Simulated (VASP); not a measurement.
A run of VASP 6.6.1 is set up as follows.

INCAR

```
PREC = Accurate ; ENCUT = 500
EDIFF = 1E-6 ; ISMEAR = 0
SIGMA = 0.01 ; LREAL = False
LASPH = True ; NELM = 120
ALGO = Normal ; ISIF = 2
LWAVE = False ; LCHARG = False
GGA = PE ; NBANDS = 16
GGA_COMPAT = False
```

Contents of KPOINTS:

```
Automatic mesh
0
Gamma
  8 8 8
```

Contents of POSCAR:

```
GaP
1.0
    0.0000000000      2.7525584834      2.7525584834
    2.7525584834      0.0000000000      2.7525584834
    2.7525584834      2.7525584834      0.0000000000
Ga P
1 1
Direct
    0.0000000000      0.0000000000      0.0000000000
    0.7500000000      0.7500000000      0.7500000000
```

Potentials or basis: VASP PAW PBE potentials, release 64 (Ga_d, P).

Run with:

```sh
$ cat potpaw_PBE.64/Ga_d/POTCAR potpaw_PBE.64/P/POTCAR > POTCAR
$ mpirun -np 1 vasp_std > vasp.out
```

(1) Predict the band gap on the k mesh.

(2) Estimate the pressure.

Answers

(1) 1.58 eV, direct.

(2) 0.0 GPa.
